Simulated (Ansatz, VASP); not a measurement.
## Two plane-wave programs on In

INCAR

```
  ALGO = Normal
  EDIFF = 1E-7
  EDIFFG = -0.01
  ENCUT = 600
  GGA = PE
  IBRION = 2
  ISIF = 3
  ISMEAR = -1
  LASPH = T
  LCHARG = F
  LREAL = F
  LWAVE = F
  NELM = 80
  NSW = 80
  PREC = Accurate
  SIGMA = 0.1
```

KPOINTS

```
k-points
0
Gamma
  12 12 12
```

File POSCAR:

```
In
1.0
    0.0000000000      2.3556547913      2.3556547913
    2.3556547913      0.0000000000      2.3556547913
    2.3556547913      2.3556547913      0.0000000000
In
1
Direct
    0.0000000000      0.0000000000      0.0000000000
```

Input for Ansatz:

```yaml
crystal:
  lattice:
    - [0.0, 2.3556547913, 2.3556547913]
    - [2.3556547913, 0.0, 2.3556547913]
    - [2.3556547913, 2.3556547913, 0.0]
  atoms:
    - { symbol: In, position: [0.0, 0.0, 0.0] }
hamiltonian:
  xc: pbe
  pseudopotentials:
    kind: paw
    azcp:
      In: "pseudopotentials/In.paw.azcp"
basis:
  ecutwfc: 420
  fft_grid_basis: typed
kpoints:
  mp_grid: { grid: [12, 12, 12], shift: [0, 0, 0] }
magnetization:
  spin_polarized: false
scf:
  occupations: { method: fermi_dirac, width: 0.1 }
relax:
  max_steps: 60
  f_tol: 0.01
  cell: {}
```

Alike in both runs: task relaxation of cell and atoms; functional PBE; k mesh 12 × 12 × 12; occupations fermi-dirac, width 0.1 eV; no spin polarisation.

|  | VASP | Ansatz |
| --- | --- | --- |
| version | VASP 6.6.1 | Ansatz 0.2.0 |
| potentials or method | VASP PAW PBE potentials, release 64 (In_d), cutoff 600 eV | plane waves (420 eV) with PAW, scalar-relativistic |
| valence electrons in the cell | 13 | 13 |

|  | VASP | Ansatz | Ansatz less VASP |
| --- | --- | --- | --- |
| relaxed volume (Å³/atom) | 27.46 | 27.45 | -0.006 |
| relaxed length of the cell vector where the two differ most in proportion (Å) | 3.386 | 3.386 | -0.0002 |
